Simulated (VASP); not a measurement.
Write the native input for VASP 6.6.1 that does the following.

- Task: single point
- Functional: PBE
- Potentials or basis: VASP PAW PBE potentials, release 64 (Sn_d, Sb, Te)
- Cutoff: 520 eV
- k mesh: 5 × 5 × 5
- Occupations: gaussian, width 0.2 eV
- Spin: no spin polarisation
- Dipole correction: no
- Further INCAR settings: ALGO = Normal; EDIFF = 1e-06; NBANDS = 34

The structure of Sn2Sb3Te lies in POSCAR:

```
Sn2Sb3Te
1.0
   -2.2075641502      2.2075641502      9.4343588251
    2.2075641502     -2.2075641502      9.4343588251
    2.2075641502      2.2075641502     -9.4343588251
Sn Sb Te
2 3 1
Direct
    0.3295024059      0.3295024059      0.0000000000
    0.6704975941      0.6704975941      0.0000000000
    0.1626102006      0.1626102006      0.0000000000
    0.8373897994      0.8373897994      0.0000000000
    0.0000000000      0.0000000000      0.0000000000
    0.5000000000      0.5000000000      0.0000000000
```

These files were run (other wordings do the same):

INCAR

```
  ALGO = Normal
  EDIFF = 1E-6
  ENCUT = 520
  GGA = PE
  ISIF = 2
  ISMEAR = 0
  LASPH = T
  LCHARG = F
  LREAL = F
  LWAVE = F
  NBANDS = 34
  NELM = 100
  PREC = Accurate
  SIGMA = 0.2
```

KPOINTS

```
k-points
0
Gamma
  5 5 5
```

Potentials or basis: VASP PAW PBE potentials, release 64 (Sn_d, Sb, Te).

Run with:

```bash
$ cat potpaw_PBE.64/Sn_d/POTCAR potpaw_PBE.64/Sb/POTCAR potpaw_PBE.64/Te/POTCAR > POTCAR
$ mpirun -np 1 vasp_std > vasp.out
```

Results of the run:

```yaml
Pressure: -0.3 GPa
Largest_force: 0.028 eV/Å
Band_gap_on_the_k_mesh: zero (an odd number of electrons rules out a gap without spin polarisation)
```

Caveat: spin-orbit coupling is left out, which moves the levels of the heavy elements; an odd number of electrons without spin polarisation forces a metal; a magnetic or distorted state may lie lower.

Wall time 11 min on 1 thread of Oxide Virtual Turin-like Processor (shared host), peak memory 0.92 GiB.
